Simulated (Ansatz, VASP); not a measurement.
# Two plane-wave programs on Au

Contents of INCAR:

```
  PREC = Accurate
  ENCUT = 520
  EDIFF = 1E-6
  ISMEAR = 0
  SIGMA = 0.15
  LREAL = False
  LASPH = True
  NELM = 100
  ALGO = Fast
  ISIF = 2
  LWAVE = False
  LCHARG = True
  GGA = PS
  LELF = True
  LVHAR = True
  NBANDS = 30
```

The input KPOINTS:

```
regular mesh
0
Gamma
  24 24 6
```

The input POSCAR:

```
Au
1.0
   -1.4325950641     -2.4813274377      0.0000000000
    1.4325950641     -2.4813274377      0.0000000000
    0.0000000000     -3.3086020055      9.5811559621
Au
4
Direct
    0.5833291667      0.5833291667      0.1250000000
    0.2499791667      0.2499791667      0.6250000000
   -0.2500291667     -0.2500291667      0.8750000000
    0.0833208333      0.0833208333      0.3750000000
```

Input for Ansatz:

```yaml
crystal:
  lattice:
    - [-1.4325950641, -2.4813274377, 0.0]
    - [1.4325950641, -2.4813274377, 0.0]
    - [0.0, -3.3086020055, 9.5811559621]
  atoms:
    - { symbol: Au, position: [0.5833291667, 0.5833291667, 0.125] }
    - { symbol: Au, position: [0.2499791667, 0.2499791667, 0.625] }
    - { symbol: Au, position: [-0.2500291667, -0.2500291667, 0.875] }
    - { symbol: Au, position: [0.0833208333, 0.0833208333, 0.375] }
basis:
  ecutwfc: 420
kpoints:
  mp_grid: { grid: [24, 24, 6] }
hamiltonian:
  xc: pbesol
scf:
  occupations: { method: gaussian, width: 0.15 }
output:
  forces: true
  stress: true
  eigenvalues: true
```

Alike in both runs: task single point; functional PBEsol; k mesh 24 × 24 × 6; occupations gaussian, width 0.15 eV; no spin polarisation.

```csv
,VASP,Ansatz
version,VASP 6.6.1,Ansatz 0.2.0
potentials or method,"VASP PAW PBE potentials, release 64 (Au), cutoff 520 eV","scalar-relativistic, plane waves, PAW"
valence electrons in the cell,44,76
```

```csv
,VASP,Ansatz,Ansatz less VASP
gap on the k mesh at the Fermi level (eV),none,none,-
pressure (GPa),6.1,6.4,+0.31
"traceless stress, the component that is largest in VASP (GPa)",14.88,14.95,+0.072
rms of the force components (eV/Å),1.413,1.418,+0.0053
```

VASP's potentials were made for PBE, not for PBEsol. Atom by atom the forces differ by 0.005 eV/Å (rms over components). A gap of «none» marks a metal or a gap that the smearing closes. VASP's potentials hold 44 valence electrons a cell and Ansatz's 76, so a difference there can come from the potentials and not from the codes.

Neither program's run includes spin-orbit coupling.
